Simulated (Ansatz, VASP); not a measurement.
Ta: VASP beside Ansatz

File INCAR:

```
PREC = Accurate ; ENCUT = 520
EDIFF = 1E-7 ; ISMEAR = 1
SIGMA = 0.3 ; LREAL = False
LASPH = True ; NELM = 100
ALGO = Normal ; ISIF = 2
LWAVE = False ; LCHARG = False
NBANDS = 12
```

File KPOINTS:

```
Automatic mesh
0
Gamma
  14 14 14
```

The input POSCAR:

```
Ta
1.0
   -1.6276710318      1.6276710318      1.6276710318
    1.6276710318     -1.6276710318      1.6276710318
    1.6276710318      1.6276710318     -1.6276710318
Ta
1
Direct
    0.0000000000      0.0000000000      0.0000000000
```

Input for Ansatz:

```yaml
crystal:
  lattice:
    - [-1.6276710318, 1.6276710318, 1.6276710318]
    - [1.6276710318, -1.6276710318, 1.6276710318]
    - [1.6276710318, 1.6276710318, -1.6276710318]
  atoms:
    - { symbol: Ta, position: [0.0, 0.0, 0.0] }
hamiltonian:
  xc: lda
  pseudopotentials:
    kind: paw
    azcp:
      Ta: "pseudopotentials/Ta.paw.azcp"
basis:
  ecutwfc: 420
  fft_grid_basis: typed
kpoints:
  mp_grid: { grid: [14, 14, 14], shift: [0, 0, 0] }
magnetization:
  spin_polarized: false
scf:
  occupations: { method: methfessel_paxton, width: 0.3 }
  lower_state_search: "off"
output:
  stress: true
```

Alike in both runs: task single point; functional LDA; k mesh 14 × 14 × 14; occupations methfessel-paxton of order 1, width 0.3 eV; no spin polarisation.

|  | VASP | Ansatz |
| --- | --- | --- |
| version | VASP 6.6.1 | Ansatz 0.2.0 |
| potentials or method | VASP PAW LDA potentials, release 64 (Ta_pv), cutoff 520 eV | plane waves (420 eV) with PAW, scalar-relativistic |
| valence electrons in the cell | 11 | 13 |

|  | VASP | Ansatz | Ansatz less VASP |
| --- | --- | --- | --- |
| pressure (GPa) | 0.8 | -0.1 | -0.90 |

Ansatz warns that its potentials were made for another functional, while VASP's fit it. LDA's correlation is that of Perdew and Zunger in VASP and of Perdew and Wang (1992) in Ansatz. VASP's potentials hold 11 valence electrons a cell and Ansatz's 13, so a difference there can come from the potentials and not from the codes.

Neither program's run includes spin-orbit coupling.
